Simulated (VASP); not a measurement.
Runs of VASP 6.6.1 on Ta. The structure is that of space group Im-3m (No. 229), or close to it. The cells are those of the table. 

```csv
cell,gap on the mesh (eV),pressure (GPa)
"a = 3.172, b = 3.361, c = 3.361 Å, 2 atoms",none,(a)
"a = 3.239, b = 3.332, c = 3.332 Å, 2 atoms",none,1.7
"a = 3.239, b = 3.239, c = 3.344 Å, 2 atoms",none,7.1
"a = 3.305 Å, 2 atoms",none,0.8
```

Alike in all rows: task single point; level r2SCAN; potentials or basis VASP PAW PBE potentials, release 64 (Ta_pv); no spin polarisation; k mesh 16 × 16 × 16; cutoff (eV) 520; smearing gaussian 0.1 eV.

Task: Fill in the values left out.

Result: (a) 2.6.

Caveats: the PAW data sets were made with another functional, which shifts forces and pressure a little; spin-orbit coupling is left out, which moves the levels of the heavy elements; the stress differs along the axes, from 1 to 6 GPa (at least some runs); the cell stands under pressure (at least some runs).

A k mesh can miss the band edges, and the runs leave out spin-orbit coupling on Ta.

A gap of «none» marks levels without a gap at the run's occupations.
